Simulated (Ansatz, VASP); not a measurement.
GaP in VASP and in Ansatz

```
Ga P
1.0
     0.00000    2.72797    2.80194
     2.80194    0.00000    2.80194
     2.80194    2.72797    0.00000
Ga P
1 1
Direct
  0.00000 0.00000 0.00000
  0.75000 0.75000 0.75000
```

Alike in both runs: task single point; functional PBE; k mesh 10 × 10 × 10; occupations gaussian, width 0.05 eV; no spin polarisation.

|  | VASP | Ansatz |
| --- | --- | --- |
| version | VASP 6.6.1 | Ansatz 0.2.0 |
| potentials or method | VASP PAW PBE potentials, release 64 (Ga_d, P), cutoff 520 eV | scalar-relativistic, plane waves, PAW |
| valence electrons in the cell | 18 | 18 |

```csv
,VASP,Ansatz,Ansatz less VASP
gap on the k mesh at the Fermi level (eV),1.27,1.27,+0.004
least direct gap on the mesh (eV),1.27,1.27,+0.004
pressure (GPa),-1.9,-1.9,+0.01
"traceless stress, the component that is largest in VASP (GPa)",1.23,1.23,-0.002
```
